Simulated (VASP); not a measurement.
# Si (P-1) in VASP: notebook

Si is run at these levels: LDA; tasks: single point.

All numbers are computed with VASP 6.6.1; they aren't measurements. Logs are shortened: lines on timing, memory, paths and dates and some standing lists are left out, and cuts for length are marked.

### Step 1. The cell of the first run

The typed cell holds 2 atoms: a = 3.552 Å, b = 3.554 Å, c = 3.513 Å, α = 100.84°, β = 95.77°, γ = 137.93°.

### Step 2. Single point, LDA (equal xy, yz and zx shear strains of -3 %)

Input file INCAR:

```
ALGO = Normal
EDIFF = 1E-7
ENCUT = 520
GGA = CA
ISIF = 2
ISMEAR = -1
LASPH = True
LCHARG = False
LREAL = False
LWAVE = False
NBANDS = 11
NELM = 80
PREC = Accurate
SIGMA = 0.05
```

Input file KPOINTS:

```
k-points
0
Gamma
  16 16 16
```

Input file POSCAR:

```
Si
1.0
   -2.3056525000      2.3831400000      1.2732375000
    2.2674025000     -2.4213900000      1.2767625000
    2.2345975000      2.3538600000     -1.3442925000
Si
2
Direct
    0.8070000000      0.5570000000      0.2500000000
    0.1930000000      0.4430000000      0.7500000000
```

Potentials or basis: VASP PAW LDA potentials, release 64 (Si).

Started as:

```bash
cat potpaw_LDA.64/Si/POTCAR > POTCAR
mpirun -np 1 vasp_std > vasp.out
```

OUTCAR:

```text
EDIFF = 1E-7
   ENCUT = 520
   GGA = CA
   ISIF = 2
   ISMEAR = -1
   LASPH = True
   LREAL = False
   NELM = 80
   PREC = Accurate

 ion  position               nearest neighbor table
   1  0.807  0.557  0.250-   2 2.38   2 2.40   2 2.43   2 2.48   2 2.70   2 2.78
   2  0.193  0.443  0.750-   1 2.38   1 2.40   1 2.43   1 2.48   1 2.70   1 2.78

  LATTYP: Found a triclinic cell.
 ALAT       =     3.5519745835
 B/A-ratio  =     1.2677491717
 C/A-ratio  =     0.7180720542
 COS(alpha) =     0.0297616073
 COS(beta)  =     0.3580512859
 COS(gamma) =     0.6644099427

  Lattice vectors:

 A1 = (  -2.3056525000,   2.3831400000,   1.2732375000)
 A2 = (  -4.5020000000,   0.0675300000,   0.0675300000)
 A3 = (  -0.0382500000,  -0.0382500000,   2.5500000000)

Analysis of symmetry for initial positions (statically):
=====================================================================
 Subroutine PRICEL returns:
 Original cell was already a primitive cell.

 Routine SETGRP: Setting up the symmetry group for a
 triclinic supercell.

 Subroutine GETGRP returns: Found  2 space group operations
 (whereof  2 operations were pure point group operations)
 out of a pool of  2 trial point group operations.

The static configuration has the point symmetry S_2 .

Analysis of symmetry for dynamics (positions and initial velocities):
=====================================================================
 Subroutine PRICEL returns:
 Original cell was already a primitive cell.

 Routine SETGRP: Setting up the symmetry group for a
 triclinic supercell.

 Subroutine GETGRP returns: Found  2 space group operations
 (whereof  2 operations were pure point group operations)
 out of a pool of  2 trial point group operations.

The dynamic configuration has the point symmetry S_2 .

 Subroutine INISYM returns: Found  2 space group operations
 (whereof  2 operations are pure point group operations),
 and found     1 'primitive' translations

----------------------------------------------------------------------------------------

                                     Primitive cell

  volume of cell :      27.1721

  direct lattice vectors                    reciprocal lattice vectors
    -2.305652500  2.383140000  1.273237500     0.009190914  0.217175223  0.395552355
     2.267402500 -2.421390000  1.276762500     0.228199686  0.009358799  0.395720240
     2.234597500  2.353860000 -1.344292500     0.225441277  0.214584699  0.006600390

  length of vectors
     3.551974583  3.554485351  3.513005154     0.451343789  0.456899543  0.311310019

[... 83 lines left out ...]
   NSW    =      0    number of steps for IOM
   IBRION =     -1    ionic relax: 0-MD 1-quasi-New 2-CG
   NFREE  =      0    steps in history (QN), initial steepest desc. (CG)
   ISIF   =      2    stress and relaxation
   ISYM   =      2    0-nonsym 1-usesym 2-fastsym
   POTIM  = 0.5000    time-step for ionic-motion
   TEBEG  =    0.0;   TEEND  =   0.0 temperature during run
   PSTRESS=    0.0 pullay stress
   NELECT =       8.0000    total number of electrons
   NUPDOWN=      -1.0000    fix difference up-down
   EMIN   =  10.00;   EMAX   =-10.00  energy-range for DOS
   EFERMI =   0.00;   METHOD = LEGACY
   ISMEAR =    -1;   SIGMA  =   0.05  broadening in eV -4-tet -1-fermi 0-gaus
   EFERMI_NEDOS =   21; number of points for ismear=-14 and -15
   IALGO  =     38    algorithm
   IMIX   =      4    mixing-type and parameters
     AMIX     =   0.40;   BMIX     =  1.00
     AMIX_MAG =   1.60;   BMIX_MAG =  1.00
  volume/ion in A,a.u.               =      13.59        91.68
  Fermi-wavevector in a.u.,A,eV,Ry     =   1.089090  2.058082 16.138109  1.186118
  Thomas-Fermi vector in A             =   2.225286
   LORBIT       =      0    0 simple, 1 ext, 2 COOP (PROOUT), +10 PAW based schemes
   GGA     = CA    functional components
   LHFCALC =     F    Hartree Fock is set to
   AEXX    =    0.0000 exact exchange contribution
   IVDW    =     0    specifies the selected vdW correction
   LEPSILON=     F    determine dielectric tensor
   LRPA    =     F    only Hartree local field effects (RPA)
 non-spin polarized calculation
  energy-cutoff  :      520.00
  volume of cell :       27.17
 maximum number of plane-waves:       748
   NGX = 13   NGY = 13   NGZ = 13

 number of electron       8.0000000 magnetization

 Free energy of the ion-electron system (eV)
  ---------------------------------------------------
  ext. energy  EPLUGINS =         0.00000000
  ---------------------------------------------------
  free energy    TOTEN  =       -11.40025661 eV

  energy without entropy =      -11.39437278  energy(sigma->0) =      -11.39731469

 E-fermi :  10.6586     XC(G=0): -11.4568

 val. band max:       10.6580138086   @ k =  -0.1250  -0.4375   0.1250
 cond. band min:      10.6592941225   @ k =   0.1250  -0.4375   0.4375
 fundamental gap:      0.0012803139
 Fermi energy:        10.6586214047

 k-point     1 :       0.0000    0.0000    0.0000
  band No.  band energies     occupation
      1      -4.0909      2.00000
      2       7.5366      2.00000
      3       8.4066      2.00000
      4       8.9345      2.00000
      5      11.8592      0.00000
      6      18.4680      0.00000
      7      19.7451      0.00000
      8      20.5469      0.00000
      9      20.9431      0.00000
     10      21.4577      0.00000
     11      22.4391      0.00000
[... 309 lines left out ...]
 k-point    24 :      -0.1250    0.0625    0.0000
  band No.  band energies     occupation
      1      -3.8770      2.00000
      2       6.3051      2.00000
      3       8.2321      2.00000
      4      10.3063      1.99826
      5      12.6275      0.00000
      6      16.5895      0.00000
      7      19.0723      0.00000
      8      19.6322      0.00000
      9      20.8795      0.00000
     10      21.5820      0.00000
     11      22.8082      0.00000

 [... further k-points ...]
[... 5 lines left out ...]
  --------------------------------------------------------------------------------------
  -------------------------------------------------------------------------------------
  Total        1.7271086      2.1764628      1.6974804      0.4494061      0.4325646      0.3349785
  in kB      101.8374102    128.3331786    100.0904120     26.4988303     25.5057831     19.7517044
  external PRESSURE =     110.0870003 kB  Pullay stress =       0.0000000 kB

 VOLUME and BASIS-vectors are now :
 -----------------------------------------------------------------------------
  energy-cutoff  :      520.00
  volume of cell :       27.17
      direct lattice vectors                 reciprocal lattice vectors
    -2.305652500  2.383140000  1.273237500     0.009190914  0.217175223  0.395552355
     2.267402500 -2.421390000  1.276762500     0.228199686  0.009358799  0.395720240
     2.234597500  2.353860000 -1.344292500     0.225441277  0.214584699  0.006600390

 POSITION                                       TOTAL-FORCE (eV/Angst)
 -----------------------------------------------------------------------------------
     -0.03907      1.16294      1.40259        -0.094504      0.039063      0.011745
      2.23542      1.15267     -0.19688         0.094504     -0.039063     -0.011745
 -----------------------------------------------------------------------------------
    total drift:                                0.000000     -0.000000     -0.000000

  FREE ENERGIE OF THE ION-ELECTRON SYSTEM (eV)
  ---------------------------------------------------
  free  energy   TOTEN  =       -11.4002566077 eV

  energy  without entropy=      -11.3943727804  energy(sigma->0) =      -11.39731469
```

OSZICAR:

```text
N       E                     dE             d eps       ncg     rms          rms(c)
DAV:   1     0.509715582028E+01    0.50972E+01   -0.35140E+03 45184   0.617E+02
DAV:   2    -0.110099658750E+02   -0.16107E+02   -0.15506E+02 59000   0.878E+01
DAV:   3    -0.114399779648E+02   -0.43001E+00   -0.42660E+00 58296   0.117E+01
DAV:   4    -0.114416742927E+02   -0.16963E-02   -0.16960E-02 54226   0.916E-01
DAV:   5    -0.114416814659E+02   -0.71732E-05   -0.71734E-05 56807   0.538E-02    0.507E+00
DAV:   6    -0.114154610671E+02    0.26220E-01   -0.57473E-03 53151   0.359E-01    0.293E+00
DAV:   7    -0.114003897252E+02    0.15071E-01   -0.10608E-02 52079   0.512E-01    0.201E-01
DAV:   8    -0.114002744565E+02    0.11527E-03   -0.94676E-04 52788   0.174E-01    0.559E-02
DAV:   9    -0.114002564217E+02    0.18035E-04   -0.34159E-05 54333   0.357E-02    0.377E-02
DAV:  10    -0.114002567192E+02   -0.29751E-06   -0.21405E-06 55836   0.887E-03    0.417E-03
DAV:  11    -0.114002566165E+02    0.10269E-06   -0.21002E-07 38215   0.244E-03    0.153E-03
DAV:  12    -0.114002566077E+02    0.87654E-08   -0.37228E-08 29910   0.100E-03
   1 F= -.11400257E+02 E0= -.11397315E+02  d E =-.588383E-02
```

It took 13 min on 1 thread of Intel Xeon 8259CL, shared host; peak memory 0.55 GiB.

What came out:

```yaml
Free_energy: -11.4003 eV
Pressure: 11.0 GPa
Largest_force: 0.103 eV/Å
Band_gap_on_the_k_mesh: zero (bands 4 and 5 overlap by 7.51 eV)
```

Forces in eV/Å, atoms in the order of the input:
```
Si  -0.095  0.039  0.012
Si   0.095 -0.039 -0.012
```

Caveat: the cell differs from its parent crystal (equal xy, yz and zx shear strains of -3 %); the cell stands under pressure.

### Step 3. Single point, LDA (equal xy, yz and zx shear strains of +2 %)

Input file INCAR:

```
SYSTEM = Si
PREC = Accurate
ENCUT = 520
EDIFF = 1E-6
ISMEAR = -1
SIGMA = 0.05
LREAL = .False.
LASPH = .True.
NELM = 100
ALGO = Normal
ISIF = 2
LWAVE = .False.
LCHARG = .False.
NBANDS = 11
```

Input file KPOINTS:

```
regular mesh
0
Gamma
  16 16 16
  0 0 0
```

Input file POSCAR:

```
Si
1.0
   -2.2145650000      2.3587400000      1.2761750000
    2.2400650000     -2.3332400000      1.2738250000
    2.2619350000      2.3782600000     -1.2288050000
Si
2
Direct
    0.8070000000      0.5570000000      0.2500000000
    0.1930000000      0.4430000000      0.7500000000
```

Potentials or basis: VASP PAW LDA potentials, release 64 (Si).

Started as:

```bash
cat potpaw_LDA.64/Si/POTCAR > POTCAR
mpirun -np 1 vasp_std > vasp.out
```

It took 9.7 min on 1 thread of Intel Xeon 8259CL, shared host; peak memory 0.54 GiB.

The run converged. Its results:

```yaml
Free_energy: -11.4114 eV
Pressure: 11.0 GPa
Largest_force: 0.063 eV/Å
Band_gap_on_the_k_mesh: zero (bands 4 and 5 overlap by 7.46 eV)
```

Forces on the atoms (eV/Å):
```
Si   0.058 -0.021  0.012
Si  -0.058  0.021 -0.012
```

Stress tensor (GPa, compression positive):
```
 9.95 -1.47 -0.70
-1.47 12.80 -1.42
-0.70 -1.42 10.15
```

Levels at points of the mesh, in eV from the Fermi level:
```csv
k point,band 2,band 3,band 4,band 5,band 6,band 7
"(0.00, 0.00, 0.00)",-3.04,-2.37,-1.71,1.16,7.79,9.07
"(0.50, 0.00, 0.00)",-7.69,-1.70,-1.22,-1.18,0.17,5.16
"(0.00, 0.50, 0.00)",-7.33,-2.75,-2.04,-1.25,1.19,5.53
"(0.50, 0.50, 0.00)",-11.35,-0.01,0.00,2.72,2.76,8.34
"(0.00, 0.00, 0.50)",-11.48,0.32,0.33,3.10,3.13,8.65
"(0.50, 0.00, 0.50)",-7.20,-3.00,-2.16,-1.68,1.10,4.79
"(0.00, 0.50, 0.50)",-7.50,-2.05,-1.52,-1.28,0.05,4.51
"(0.50, 0.50, 0.50)",-8.15,-7.64,-7.36,5.73,6.54,14.02
```

Caveat: the cell differs from its parent crystal (equal xy, yz and zx shear strains of +2 %); the cell stands under pressure.
